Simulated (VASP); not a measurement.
Runs of VASP 6.6.1 on BN. The structure is that of space group F-43m (No. 216), or close to it. The cells are those of the table. 

| cell | gap on the mesh (eV) | pressure (GPa) | largest force (eV/Å) |
| --- | --- | --- | --- |
| a = 2.564, b = 2.583 Å, angles 59.8, 59.5, 59.8°, 2 atoms | 4.92 | -4.0 | 0.01 |
| a = 2.564, b = 2.609 Å, angles 59.4, 58.8, 59.4°, 2 atoms | 4.82 | -3.5 | 0.01 |
| a = 2.564, b = 2.602 Å, angles 59.5, 59.0, 59.5°, 2 atoms | 4.85 | -3.7 | 0.01 |
| a = 2.564, b = 2.538 Å, angles 60.3, 60.7, 60.3°, 2 atoms | 4.90 | -3.9 | 0.01 |
| a = 2.564, b = 2.513 Å, angles 60.7, 61.3, 60.7°, 2 atoms | (a) | -3.4 | 0.02 |
| a = 2.564, b = 2.570 Å, angles 59.9, 59.8, 59.9°, 2 atoms | 4.95 | -4.1 | - |
| a = 2.564, b = 2.577 Å, angles 59.8, 59.7, 59.8°, 2 atoms | (b) | -4.0 | - |
| a = 2.564, b = 2.596 Å, angles 59.6, 59.2, 59.6°, 2 atoms | 4.87 | -3.8 | 0.01 |

Alike in all rows: task single point; level r2SCAN; potentials or basis VASP PAW PBE potentials, release 64 (B, N); no spin polarisation; k mesh 12 × 12 × 12; cutoff (eV) 520; smearing gaussian 0.05 eV.

Estimate the missing entries.

(a) 4.78; (b) 4.94.

Caveats: the PAW data sets were made with another functional, which shifts forces and pressure a little.

A k mesh can miss the band edges.
